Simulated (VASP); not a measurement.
Input of a VASP 6.6.1 run:

Contents of INCAR:

```
PREC = Accurate
ENCUT = 520
EDIFF = 1E-7
ISMEAR = 0
SIGMA = 0.01
LREAL = F
LASPH = T
NELM = 60
ALGO = Normal
ISIF = 2
LWAVE = F
LCHARG = T
LELF = T
LVHAR = T
NBANDS = 18
```

The input KPOINTS:

```
regular mesh
0
Gamma
  6 6 6
```

Contents of POSCAR:

```
HfO2
1.0
    0.0000000000      2.5403350533      2.5403350533
    2.5403350533      0.0000000000      2.5403350533
    2.5403350533      2.5403350533      0.0000000000
Hf O
1 2
Direct
    0.0000000000      0.0000000000      0.0000000000
    0.2500000000      0.2500000000      0.2500000000
    0.7500000000      0.7500000000      0.7500000000
```

Potentials or basis: VASP PAW LDA potentials, release 64 (Hf_pv, O).

Launch:

```console
$ cat potpaw_LDA.64/Hf_pv/POTCAR potpaw_LDA.64/O/POTCAR > POTCAR
$ mpirun -np 1 vasp_std > vasp.out
```

Question: What does it give for the pressure?

Answer: -15.0 GPa.

Question: What does it give for the band gap on the k mesh?

Answer: 3.58 eV, direct.

Caveat: spin-orbit coupling is left out, which moves the levels of the heavy elements. LDA gaps usually lie below the measured ones, often by a third to a half.
